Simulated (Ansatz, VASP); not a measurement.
Two plane-wave programs on Mo3W2

File INCAR:

```
SYSTEM = Mo3W2
PREC = Accurate
ENCUT = 520
EDIFF = 1E-6
ISMEAR = 0
SIGMA = 0.1
LREAL = .FALSE.
LASPH = .TRUE.
NELM = 60
ALGO = Fast
ISIF = 2
LWAVE = .FALSE.
LCHARG = .FALSE.
GGA = PE
NBANDS = 43
```

Contents of KPOINTS:

```
regular mesh
0
G
  6 6 6
  0 0 0
```

POSCAR

```
Mo3W2
1.0
    0.0000000000      2.3228817800     11.6144088900
    1.6425254600      0.0000000000     11.6144088900
    1.6425254600      2.3228817800      0.0000000000
Mo W
3 2
Direct
    0.9000000000      0.9000000000      0.1000000000
    0.5000000000      0.5000000000      0.5000000000
    0.1000000000      0.1000000000      0.9000000000
    0.7000000000      0.7000000000      0.3000000000
    0.3000000000      0.3000000000      0.7000000000
```

Input for Ansatz:

```yaml
crystal:
  lattice:
    - [0.0, 2.32288178, 11.61440889]
    - [1.64252546, 0.0, 11.61440889]
    - [1.64252546, 2.32288178, 0.0]
  atoms:
    - { symbol: Mo, position: [0.9, 0.9, 0.1] }
    - { symbol: Mo, position: [0.5, 0.5, 0.5] }
    - { symbol: Mo, position: [0.1, 0.1, 0.9] }
    - { symbol: W, position: [0.7, 0.7, 0.3] }
    - { symbol: W, position: [0.3, 0.3, 0.7] }
basis:
  ecutwfc: 420
kpoints:
  mp_grid: { grid: [6, 6, 6] }
hamiltonian:
  xc: pbe
scf:
  occupations: { method: gaussian, width: 0.1 }
  lower_state_search: "off"
output:
  forces: true
  stress: true
  eigenvalues: true
```

Alike in both runs: task single point; functional PBE; k mesh 6 × 6 × 6; occupations gaussian, width 0.1 eV; no spin polarisation.

|  | VASP | Ansatz |
| --- | --- | --- |
| version | VASP 6.6.1 | Ansatz 0.2.0 |
| potentials or method | VASP PAW PBE potentials, release 64 (Mo_sv, W_sv), cutoff 520 eV | scalar-relativistic, plane waves, PAW |
| valence electrons in the cell | 70 | 70 |

|  | VASP | Ansatz | Ansatz less VASP |
| --- | --- | --- | --- |
| gap on the k mesh at the Fermi level (eV) | none | none | - |
| pressure (GPa) | -23.7 | -24.0 | -0.28 |
| traceless stress, the component that is largest in VASP (GPa) | 1.42 | 1.42 | -0.004 |
| rms of the force components (eV/Å) | 0.014 | 0.014 | 0.0000 |

Atom by atom the forces differ by 0.000 eV/Å (rms over components). A gap of «none» marks a metal or a gap that the smearing closes.

The k mesh is coarse, so the values compare programs but aren't converged. Neither program's run includes spin-orbit coupling.
